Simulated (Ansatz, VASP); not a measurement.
Ti4Hg3PbO12: VASP beside Ansatz

The input INCAR:

```
SYSTEM = Ti4Hg3PbO12
PREC     = Accurate       ! precision mode
ENCUT    = 520            ! plane-wave cutoff, eV
EDIFF    = 1E-6           ! SCF threshold, eV
ISMEAR   = 0              ! smearing method
SIGMA    = 0.1            ! smearing width, eV
LREAL    = Auto         
LASPH    = .TRUE.         ! aspherical terms in the spheres
NELM     = 80             ! most SCF steps
ALGO     = Normal         ! electronic algorithm
ISIF     = 2              ! what is computed and relaxed
LWAVE    = .FALSE.        ! write WAVECAR
LCHARG   = .FALSE.        ! write CHGCAR
GGA      = PE             ! functional
NBANDS   = 101            ! bands
```

File KPOINTS:

```
regular mesh
0
G
  4 4 4
  0 0 0
```

File POSCAR:

```
Ti4Hg3PbO12
1.0
   -3.8641500000      3.8641500000      3.8641500000
    3.8641500000     -3.8641500000      3.8641500000
    3.8641500000      3.8641500000     -3.8641500000
Pb Hg Ti O
1 3 4 12
Direct
    0.0000000000      0.0000000000      0.0000000000
    0.0000000000      0.5000000000      0.5000000000
    0.5000000000      0.0000000000      0.5000000000
    0.5000000000      0.5000000000      0.0000000000
    0.5000000000      0.5000000000      0.5000000000
    0.0000000000      0.0000000000      0.5000000000
    0.5000000000      0.0000000000      0.0000000000
    0.0000000000      0.5000000000      0.0000000000
    0.9245000000      0.2090000000      0.7155000000
    0.0755000000      0.7910000000      0.2845000000
    0.4935000000      0.2090000000      0.2845000000
    0.5065000000      0.7910000000      0.7155000000
    0.7155000000      0.9245000000      0.2090000000
    0.2845000000      0.0755000000      0.7910000000
    0.2845000000      0.4935000000      0.2090000000
    0.7155000000      0.5065000000      0.7910000000
    0.2090000000      0.7155000000      0.9245000000
    0.7910000000      0.2845000000      0.0755000000
    0.2090000000      0.2845000000      0.4935000000
    0.7910000000      0.7155000000      0.5065000000
```

Input for Ansatz:

```yaml
crystal:
  lattice:
    - [-3.86415, 3.86415, 3.86415]
    - [3.86415, -3.86415, 3.86415]
    - [3.86415, 3.86415, -3.86415]
  atoms:
    - { symbol: Pb, position: [0.0, 0.0, 0.0] }
    - { symbol: Hg, position: [0.0, 0.5, 0.5] }
    - { symbol: Hg, position: [0.5, 0.0, 0.5] }
    - { symbol: Hg, position: [0.5, 0.5, 0.0] }
    - { symbol: Ti, position: [0.5, 0.5, 0.5] }
    - { symbol: Ti, position: [0.0, 0.0, 0.5] }
    - { symbol: Ti, position: [0.5, 0.0, 0.0] }
    - { symbol: Ti, position: [0.0, 0.5, 0.0] }
    - { symbol: O, position: [0.9245, 0.209, 0.7155] }
    - { symbol: O, position: [0.0755, 0.791, 0.2845] }
    - { symbol: O, position: [0.4935, 0.209, 0.2845] }
    - { symbol: O, position: [0.5065, 0.791, 0.7155] }
    - { symbol: O, position: [0.7155, 0.9245, 0.209] }
    - { symbol: O, position: [0.2845, 0.0755, 0.791] }
    - { symbol: O, position: [0.2845, 0.4935, 0.209] }
    - { symbol: O, position: [0.7155, 0.5065, 0.791] }
    - { symbol: O, position: [0.209, 0.7155, 0.9245] }
    - { symbol: O, position: [0.791, 0.2845, 0.0755] }
    - { symbol: O, position: [0.209, 0.2845, 0.4935] }
    - { symbol: O, position: [0.791, 0.7155, 0.5065] }
basis:
  ecutwfc: 420
kpoints:
  mp_grid: { grid: [4, 4, 4] }
hamiltonian:
  xc: pbe
scf:
  occupations: { method: gaussian, width: 0.1 }
output:
  forces: true
  stress: true
  eigenvalues: true
```

Alike in both runs: task single point; functional PBE; k mesh 4 × 4 × 4; occupations gaussian, width 0.1 eV; no spin polarisation.

|  | VASP | Ansatz |
| --- | --- | --- |
| version | VASP 6.6.1 | Ansatz 0.2.0 |
| potentials or method | VASP PAW PBE potentials, release 64 (Pb_d, Hg, Ti_sv, O), cutoff 520 eV | scalar-relativistic, plane waves, PAW |
| valence electrons in the cell | 170 | 194 |

Ansatz gave:

* gap on the k mesh at the Fermi level (eV): 1.77
* least direct gap on the mesh (eV): 1.77
* pressure (GPa): 5.5
* rms of the force components (eV/Å): 0.050

Q: Which values does VASP return?

A: gap on the k mesh at the Fermi level (eV): 1.75; least direct gap on the mesh (eV): 1.75; pressure (GPa): 6.4; rms of the force components (eV/Å): 0.047.

Atom by atom the forces differ by 0.017 eV/Å (rms over components). VASP's potentials hold 170 valence electrons a cell and Ansatz's 194, so a difference there can come from the potentials and not from the codes.

Spin-orbit coupling is off throughout.
